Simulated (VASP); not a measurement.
# Mg (P6_3/mmc) in VASP: a series of runs

Mg is run at these levels: PBE; tasks: single point.

All numbers are computed with VASP 6.6.1; they aren't measurements. Logs are shortened: lines on timing, memory, paths and dates and some standing lists are left out, and cuts for length are marked.

## Step 1: The cell of the first run

It takes space group P6_3/mmc (No. 194, hexagonal). The conventional cell has a = 2.700 Å, b = 2.700 Å, c = 4.359 Å, α = 90.00°, β = 90.00°, γ = 120.00°. Within 3.5 Å of Mg (site symmetry -6m2) lie 12 Mg at 2.68 to 2.70 Å.

## Step 2: Single point, PBE

File INCAR:

```
PREC = Accurate
ENCUT = 520
EDIFF = 1E-6
ISMEAR = -1
SIGMA = 0.1
LREAL = F
LASPH = T
NELM = 60
ALGO = Normal
ISIF = 2
LWAVE = F
LCHARG = T
GGA = PE
LELF = T
LVHAR = T
NBANDS = 9
```

File KPOINTS:

```
regular mesh
0
Gamma
  16 16 9
```

File POSCAR:

```
Mg
1.0
    2.6996668025      0.0000000000      0.0000000000
   -1.3498334012      2.3379800328      0.0000000000
    0.0000000000      0.0000000000      4.3585122951
Mg
2
Direct
    0.3333333333      0.6666666667      0.2500000000
    0.6666666667      0.3333333333      0.7500000000
```

Potentials or basis: VASP PAW PBE potentials, release 64 (Mg).

Launch:

```console
$ cat potpaw_PBE.64/Mg/POTCAR > POTCAR
$ mpirun -np 1 vasp_std > vasp.out
```

OUTCAR:

```text
PREC = Accurate
   ENCUT = 520
   EDIFF = 1E-6
   ISMEAR = -1
   LREAL = F
   LASPH = T
   NELM = 60
   ISIF = 2
   GGA = PE

 ion  position               nearest neighbor table
   1  0.333  0.667  0.250-   2 2.68   2 2.68   2 2.68   2 2.68   2 2.68   2 2.68
   2  0.667  0.333  0.750-   1 2.68   1 2.68   1 2.68   1 2.68   1 2.68   1 2.68

  LATTYP: Found a hexagonal cell.
 ALAT       =     2.6996668025
 C/A-ratio  =     1.6144630482

  Lattice vectors:

 A1 = (   2.6996668025,   0.0000000000,   0.0000000000)
 A2 = (  -1.3498334012,   2.3379800328,   0.0000000000)
 A3 = (   0.0000000000,   0.0000000000,   4.3585122951)

Analysis of symmetry for initial positions (statically):
=====================================================================
 Subroutine PRICEL returns:
 Original cell was already a primitive cell.

 Routine SETGRP: Setting up the symmetry group for a
 hexagonal supercell.

 Subroutine GETGRP returns: Found 24 space group operations
 (whereof 12 operations were pure point group operations)
 out of a pool of 24 trial point group operations.

The static configuration has the point symmetry D_3d.
 The point group associated with its full space group is D_6h.

Analysis of symmetry for dynamics (positions and initial velocities):
=====================================================================
 Subroutine PRICEL returns:
 Original cell was already a primitive cell.

 Routine SETGRP: Setting up the symmetry group for a
 hexagonal supercell.

 Subroutine GETGRP returns: Found 24 space group operations
 (whereof 12 operations were pure point group operations)
 out of a pool of 24 trial point group operations.

The dynamic configuration has the point symmetry D_3d.
 The point group associated with its full space group is D_6h.

 Subroutine INISYM returns: Found 24 space group operations
 (whereof 12 operations are pure point group operations),
 and found     1 'primitive' translations

----------------------------------------------------------------------------------------

                                     Primitive cell

  volume of cell :      27.5099

  direct lattice vectors                    reciprocal lattice vectors
     2.699666802  0.000000000  0.000000000     0.370416082  0.213859825  0.000000000
    -1.349833401  2.337980033  0.000000000     0.000000000  0.427719649  0.000000000
     0.000000000  0.000000000  4.358512295     0.000000000  0.000000000  0.229436086

  length of vectors
     2.699666802  2.699666803  4.358512295     0.427719649  0.427719649  0.229436086

  position of ions in fractional coordinates (direct lattice)
     0.333333333  0.666666667  0.250000000
     0.666666667  0.333333333  0.750000000

  ion indices of the primitive-cell ions
   primitive index   ion index
                 1           1
                 2           2

----------------------------------------------------------------------------------------

 KPOINTS: regular mesh

Automatic generation of k-mesh.
 Grid dimensions read from file:
 generate k-points for:   16   16    9

 Generating k-lattice:

  Cartesian coordinates                     Fractional coordinates (reciprocal lattice)
     0.023151005  0.013366239  0.000000000     0.062500000 -0.000000000  0.000000000
     0.000000000  0.026732478  0.000000000     0.000000000  0.062500000  0.000000000
     0.000000000  0.000000000  0.025492898     0.000000000  0.000000000  0.111111111

  Length of vectors
     0.026732478  0.026732478  0.025492898

  Shift w.r.t. Gamma in fractional coordinates (k-lattice)
     0.000000000  0.000000000  0.000000000

 Subroutine IBZKPT returns following result:
 ===========================================

 Found    150 irreducible k-points:

 Following reciprocal coordinates:
            Coordinates               Weight
  0.000000  0.000000  0.000000      1.000000
  0.062500 -0.000000  0.000000      6.000000
  0.125000 -0.000000  0.000000      6.000000
  0.187500  0.000000  0.000000      6.000000
  0.250000 -0.000000  0.000000      6.000000
  0.312500 -0.000000  0.000000      6.000000
[... 16 lines left out ...]
  0.187500  0.187500  0.000000      6.000000
  0.250000  0.187500  0.000000     12.000000
 [... further k-points ...]
   k-points           NKPTS =    150   k-points in BZ     NKDIM =    150   number of bands    NBANDS=      9
   number of dos      NEDOS =    301   number of ions     NIONS =      2
   total plane-waves  NPLWV =  12800
   dimension x,y,z NGX =    20 NGY =   20 NGZ =   32
   dimension x,y,z NGXF=    40 NGYF=   40 NGZF=   64
   ions per type =               2
   NGX,Y,Z   is equivalent  to a cutoff of  12.32, 12.32, 12.21 a.u.
   NGXF,Y,Z  is equivalent  to a cutoff of  24.63, 24.63, 24.41 a.u.
 SYSTEM =  unknown system
   PREC   = accura    normal or accurate (medium, high low for compatibility)
   ISTART =      0    job   : 0-new  1-cont  2-samecut
   ICHARG =      2    charge: 1-file 2-atom 10-const
   ISPIN  =      1    spin polarized calculation?
   LNONCOLLINEAR =      F non collinear calculations
   LSORBIT =      F    spin-orbit coupling
   LASPH  =      T    aspherical Exc in radial PAW
   ENCUT  =  520.0 eV  38.22 Ry    6.18 a.u.   5.02  5.02  8.10*2*pi/ulx,y,z
   NELM   =     60;   NELMIN=  2; NELMDL= -5     # of ELM steps
   EDIFF  = 0.1E-05   stopping-criterion for ELM
   LREAL  =      F    real-space projection
   EDIFFG = 0.1E-04   stopping-criterion for IOM
   NSW    =      0    number of steps for IOM
   IBRION =     -1    ionic relax: 0-MD 1-quasi-New 2-CG
   NFREE  =      0    steps in history (QN), initial steepest desc. (CG)
   ISIF   =      2    stress and relaxation
   ISYM   =      2    0-nonsym 1-usesym 2-fastsym
   POTIM  = 0.5000    time-step for ionic-motion
   TEBEG  =    0.0;   TEEND  =   0.0 temperature during run
   PSTRESS=    0.0 pullay stress
   NELECT =       4.0000    total number of electrons
   NUPDOWN=      -1.0000    fix difference up-down
   EMIN   =  10.00;   EMAX   =-10.00  energy-range for DOS
   EFERMI =   0.00;   METHOD = LEGACY
   ISMEAR =    -1;   SIGMA  =   0.10  broadening in eV -4-tet -1-fermi 0-gaus
   EFERMI_NEDOS =   21; number of points for ismear=-14 and -15
   IALGO  =     38    algorithm
   IMIX   =      4    mixing-type and parameters
     AMIX     =   0.40;   BMIX     =  1.00
     AMIX_MAG =   1.60;   BMIX_MAG =  1.00
  volume/ion in A,a.u.               =      13.75        92.82
  Fermi-wavevector in a.u.,A,eV,Ry     =   0.860858  1.626787 10.082968  0.741077
  Thomas-Fermi vector in A             =   1.978426
   LORBIT       =      0    0 simple, 1 ext, 2 COOP (PROOUT), +10 PAW based schemes
   GGA     = PE    functional components
   LHFCALC =     F    Hartree Fock is set to
   AEXX    =    0.0000 exact exchange contribution
   IVDW    =     0    specifies the selected vdW correction
   LEPSILON=     F    determine dielectric tensor
   LRPA    =     F    only Hartree local field effects (RPA)
 non-spin polarized calculation
  energy-cutoff  :      520.00
  volume of cell :       27.51
 maximum number of plane-waves:       762
 NGX is ok and might be reduce to    20

 number of electron       4.0000000 magnetization

 Free energy of the ion-electron system (eV)
  ---------------------------------------------------
  ext. energy  EPLUGINS =         0.00000000
  ---------------------------------------------------
  free energy    TOTEN  =        -1.12537068 eV

  energy without entropy =       -1.10312123  energy(sigma->0) =       -1.11424596

 E-fermi :   5.9672     XC(G=0): -10.2400

 val. band max:        5.9567715338   @ k =   0.4375   0.0000   0.3333
 cond. band min:       5.9887388826   @ k =   0.3125   0.3125   0.2222
 fundamental gap:      0.0319673488
 Fermi energy:         5.9671956196

 k-point     1 :       0.0000    0.0000    0.0000
  band No.  band energies     occupation
      1      -3.4591      2.00000
      2       3.4836      2.00000
      3       4.7945      1.99998
      4      20.0949      0.00000
      5      20.0949      0.00000
      6      21.1693      0.00000
      7      21.4073      0.00000
      8      21.4073      0.00000
      9      24.7540      0.00000

 k-point     2 :       0.0625   -0.0000    0.0000
  band No.  band energies     occupation
      1      -3.3506      2.00000
      2       3.5732      2.00000
      3       4.8943      1.99996
      4      18.2545      0.00000
      5      19.5040      0.00000
      6      20.5143      0.00000
      7      22.0731      0.00000
      8      22.2787      0.00000
      9      24.1660      0.00000

 k-point     3 :       0.1250   -0.0000    0.0000
  band No.  band energies     occupation
      1      -3.0263      2.00000
      2       3.8424      2.00000
      3       5.1882      1.99917
      4      15.8200      0.00000
      5      18.6405      0.00000
      6      19.0413      0.00000
      7      21.7373      0.00000
      8      22.8377      0.00000
      9      23.0943      0.00000

 k-point     4 :       0.1875    0.0000    0.0000
  band No.  band energies     occupation
      1      -2.4899      2.00000
      2       4.2926      2.00000
      3       5.6572      1.91381
      4      13.4506      0.00000
      5      17.5425      0.00000
      6      17.8629      0.00000
      7      19.2663      0.00000
      8      22.7719      0.00000
      9      22.8102      0.00000

 k-point     5 :       0.2500   -0.0000    0.0000
  band No.  band energies     occupation
      1      -1.7475      2.00000
      2       4.9255      1.99994
      3       6.2485      0.11330
      4      11.2644      0.00000
      5      16.1071      0.00000
      6      16.9175      0.00000
      7      17.2162      0.00000
      8      21.8593      0.00000
      9      22.1213      0.00000

 k-point     6 :       0.3125   -0.0000    0.0000
  band No.  band energies     occupation
      1      -0.8074      2.00000
      2       5.7437      1.80667
      3       6.7399      0.00088
      4       9.4874      0.00000
      5      14.7400      0.00000
      6      14.7410      0.00000
      7      16.7107      0.00000
      8      21.1400      0.00000
      9      21.1732      0.00000
[... 169 lines left out ...]
 k-point    21 :       0.3750    0.1250    0.0000
  band No.  band energies     occupation
      1       1.9089      2.00000
      2       4.9687      1.99991
      3       8.2204      0.00000
      4       9.3965      0.00000
      5      11.2549      0.00000
      6      11.5262      0.00000
      7      15.6160      0.00000
      8      17.2568      0.00000
      9      20.8969      0.00000

 k-point    22 :       0.4375    0.1250    0.0000
  band No.  band energies     occupation
      1       3.1260      2.00000
      2       3.6395      2.00000
      3       9.3960      0.00000
      4       9.6941      0.00000
      5       9.8821      0.00000
      6      11.3298      0.00000
      7      15.2623      0.00000
      8      17.1594      0.00000
      9      20.8326      0.00000

 k-point    23 :       0.1875    0.1875    0.0000
  band No.  band energies     occupation
      1      -0.6009      2.00000
      2       5.9273      1.19688
      3       7.0145      0.00006
      4       9.9355      0.00000
      5      11.9754      0.00000
      6      16.2712      0.00000
      7      16.6265      0.00000
      8      18.5013      0.00000
      9      20.4921      0.00000

 k-point    24 :       0.2500    0.1875    0.0000
  band No.  band energies     occupation
      1       0.4203      2.00000
      2       6.8439      0.00031
      3       7.1921      0.00001
      4       8.6473      0.00000
      5      11.3357      0.00000
      6      14.3566      0.00000
      7      15.8820      0.00000
      8      17.3466      0.00000
      9      19.8144      0.00000

 [... further k-points ...]

------------------------ aborting loop because EDIFF is reached ----------------------------------------

  FORCE on cell =-STRESS in cart. coord.  units (eV):
  Direction    XX          YY          ZZ          XY          YZ          ZX
  --------------------------------------------------------------------------------------
  -------------------------------------------------------------------------------------
  Total        8.6857320      8.6857320      8.6867322      0.0000000      0.0000000      0.0000000
  in kB      505.8570028    505.8570029    505.9152571      0.0000000      0.0000000      0.0000000
  external PRESSURE =     505.8764209 kB  Pullay stress =       0.0000000 kB

 VOLUME and BASIS-vectors are now :
 -----------------------------------------------------------------------------
  energy-cutoff  :      520.00
  volume of cell :       27.51
      direct lattice vectors                 reciprocal lattice vectors
     2.699666802  0.000000000  0.000000000     0.370416082  0.213859825  0.000000000
    -1.349833401  2.337980033  0.000000000     0.000000000  0.427719649  0.000000000
     0.000000000  0.000000000  4.358512295     0.000000000  0.000000000  0.229436086

 POSITION                                       TOTAL-FORCE (eV/Angst)
 -----------------------------------------------------------------------------------
     -0.00000      1.55865      1.08963        -0.000000      0.000000      0.000000
      1.34983      0.77933      3.26888         0.000000      0.000000      0.000000
 -----------------------------------------------------------------------------------
    total drift:                                0.000000     -0.000000      0.000000

  FREE ENERGIE OF THE ION-ELECTRON SYSTEM (eV)
  ---------------------------------------------------
  free  energy   TOTEN  =        -1.1253706824 eV

  energy  without entropy=       -1.1031212279  energy(sigma->0) =       -1.11424596
```

Wall time 13 s (1 thread of Intel Xeon 6455B, shared host); peak memory 0.16 GiB.

Results:

```
Free energy            : -1.1254 eV
Pressure               : 50.6 GPa
Band gap on the k mesh : zero (bands 2 and 3 overlap by 2.34 eV)
```

Levels at points of the mesh, in eV from the Fermi level:
| k point | band 1 | band 2 | band 3 | band 4 | band 5 | band 6 | band 7 |
| --- | --- | --- | --- | --- | --- | --- | --- |
| (0.00, 0.00, 0.00) | -9.43 | -2.48 | -1.17 | 14.13 | 14.13 | 15.20 | 15.44 |
| (0.50, 0.00, 0.00) | -3.12 | -2.62 | 3.13 | 3.66 | 4.80 | 5.15 | 10.09 |

Caveat: the cell stands under pressure.

## Step 3: Single point, PBE

File INCAR:

```
SYSTEM = Mg
PREC = Accurate ; ENCUT = 520
EDIFF = 1E-7 ; ISMEAR = -1
SIGMA = 0.1 ; LREAL = .FALSE.
LASPH = .TRUE. ; NELM = 60
ALGO = Normal ; ISIF = 2
LWAVE = .FALSE. ; LCHARG = .FALSE.
GGA = PE ; NBANDS = 9
```

File KPOINTS:

```
Automatic mesh
0
G
  16 16 9
  0 0 0
```

File POSCAR:

```
Mg
1.0
    2.6993117219      0.0000000000      0.0000000000
   -1.3496558609      2.3376725239      0.0000000000
    0.0000000000      0.0000000000      4.3579088658
Mg
2
Direct
    0.3333333333      0.6666666667      0.2500000000
    0.6666666667      0.3333333333      0.7500000000
```

Potentials or basis: VASP PAW PBE potentials, release 64 (Mg).

Launch:

```console
$ cat potpaw_PBE.64/Mg/POTCAR > POTCAR
$ mpirun -np 1 vasp_std > vasp.out
```

Run time: 19 s. Hardware: 1 thread of Intel Xeon 6455B, shared host; peak memory 0.16 GiB.

It converged, with:

* Free energy: -1.1219 eV
* Pressure: 50.7 GPa
* Band gap on the k mesh: zero (bands 2 and 3 overlap by 2.34 eV)

Levels at points of the mesh, in eV from the Fermi level:
```csv
k point,band 1,band 2,band 3,band 4,band 5,band 6
"(0.00, 0.00, 0.00)",-9.43,-2.48,-1.17,14.13,14.13,15.21
"(0.50, 0.00, 0.00)",-3.12,-2.62,3.13,3.66,4.80,5.15
```

Caveat: the cell stands under pressure.

## Step 4: Single point, PBE

This run uses another cell than the first one: it holds 4 atoms, not 2.

File INCAR:

```
SYSTEM = Mg
PREC = Accurate ; ENCUT = 520
EDIFF = 1E-6 ; ISMEAR = -1
SIGMA = 0.1 ; LREAL = .FALSE.
LASPH = .TRUE. ; NELM = 100
ALGO = Normal ; ISIF = 2
LWAVE = .FALSE. ; LCHARG = .FALSE.
GGA = PE ; NBANDS = 12
```

File KPOINTS:

```
regular mesh
0
G
  10 10 6
  0 0 0
```

File POSCAR:

```
Mg
1.0
    2.6872373861      0.0000000000      0.0000000000
   -1.3436186931      2.3272158424      0.0000000000
    0.0000000000      0.0000000000      8.7974362335
Mg
4
Direct
    0.0000000000      0.0000000000      0.0000000000
    0.0000000000      0.0000000000      0.5000000000
    0.3333333333      0.6666666667      0.2500000000
    0.6666666667      0.3333333333      0.7500000000
```

Launch:

```console
$ cat potpaw_PBE.64/Mg/POTCAR > POTCAR
$ mpirun -np 1 vasp_std > vasp.out
```

Wall time 25 s (1 thread of Intel Xeon 6455B, shared host); peak memory 0.18 GiB.

The run converged. Its results:

* Free energy: -2.1969 eV
* Pressure: 50.6 GPa
* Band gap on the k mesh: zero (bands 4 and 5 overlap by 1.80 eV)

Levels at points of the mesh, in eV from the Fermi level:
```csv
k point,band 1,band 2,band 3,band 4,band 5,band 6,band 7,band 8
"(0.00, 0.00, 0.00)",-9.52,-7.59,-7.58,-2.69,-1.40,6.47,6.49,14.25
"(0.50, 0.00, 0.00)",-3.08,-2.83,-1.73,-1.40,-0.65,-0.41,3.10,3.37
"(0.00, 0.00, 0.50)",-9.03,-9.03,-5.27,-5.27,1.92,1.92,11.60,11.60
"(0.50, 0.00, 0.50)",-2.76,-2.76,-2.21,-2.21,0.93,0.93,1.33,1.33
```

Caveat: the cell stands under pressure.

## Step 5: Single point, PBE

This run uses another cell than the first one: it holds 4 atoms, not 2.

File INCAR:

```
PREC = Accurate
ENCUT = 520
EDIFF = 1E-6
ISMEAR = -1
SIGMA = 0.1
LREAL = F
LASPH = T
NELM = 80
ALGO = Normal
ISIF = 2
LWAVE = F
LCHARG = F
GGA = PE
NBANDS = 12
```

File KPOINTS:

```
regular mesh
0
Gamma
  10 10 6
```

Edit POSCAR of step 4 so:

```diff
@@ -2,3 +2,3 @@
 1.0
-    2.6872373861      0.0000000000      0.0000000000
+    2.6872373862      0.0000000000      0.0000000000
    -1.3436186931      2.3272158424      0.0000000000
```

Launch:

```console
$ cat potpaw_PBE.64/Mg/POTCAR > POTCAR
$ mpirun -np 1 vasp_std > vasp.out
```

It took 27 s on 1 thread of Intel Xeon 6455B, shared host; peak memory 0.18 GiB.

Results (log left out):

```yaml
Free_energy: -2.1969 eV
Pressure: 50.6 GPa
Band_gap_on_the_k_mesh: zero (bands 4 and 5 overlap by 1.80 eV)
```

Levels at points of the mesh, in eV from the Fermi level:
```tsv
k point	band 1	band 2	band 3	band 4	band 5	band 6	band 7	band 8
(0.00, 0.00, 0.00)	-9.52	-7.59	-7.58	-2.69	-1.40	6.47	6.49	14.25
(0.50, 0.00, 0.00)	-3.08	-2.83	-1.73	-1.40	-0.65	-0.41	3.10	3.37
(0.00, 0.00, 0.50)	-9.03	-9.03	-5.27	-5.27	1.92	1.92	11.60	11.60
(0.50, 0.00, 0.50)	-2.76	-2.76	-2.21	-2.21	0.93	0.93	1.33	1.33
```

Caveat: the cell stands under pressure.

## Step 6: Summary

| cell | k mesh | gap on the mesh (eV) | pressure (GPa) |
| --- | --- | --- | --- |
| a = 2.700, b = 2.700, c = 4.359 Å, angles 90.0, 90.0, 120.0°, 2 atoms, atomic positions A | 16 × 16 × 9 | none | 50.6 |
| a = 2.699, b = 2.699, c = 4.358 Å, angles 90.0, 90.0, 120.0°, 2 atoms, atomic positions A | 16 × 16 × 9 | none | 50.7 |
| a = 2.687, b = 2.687, c = 8.797 Å, angles 90.0, 90.0, 120.0°, 4 atoms, atomic positions B | 10 × 10 × 6 | none | 50.6 |

Alike in all rows: task single point; level PBE; potentials or basis VASP PAW PBE potentials, release 64 (Mg); no spin polarisation; cutoff (eV) 520; smearing fermi-dirac 0.1 eV.

Caveats: the cell stands under pressure.

Total energies depend on the potentials used, so only differences within one code and one set of settings carry meaning.
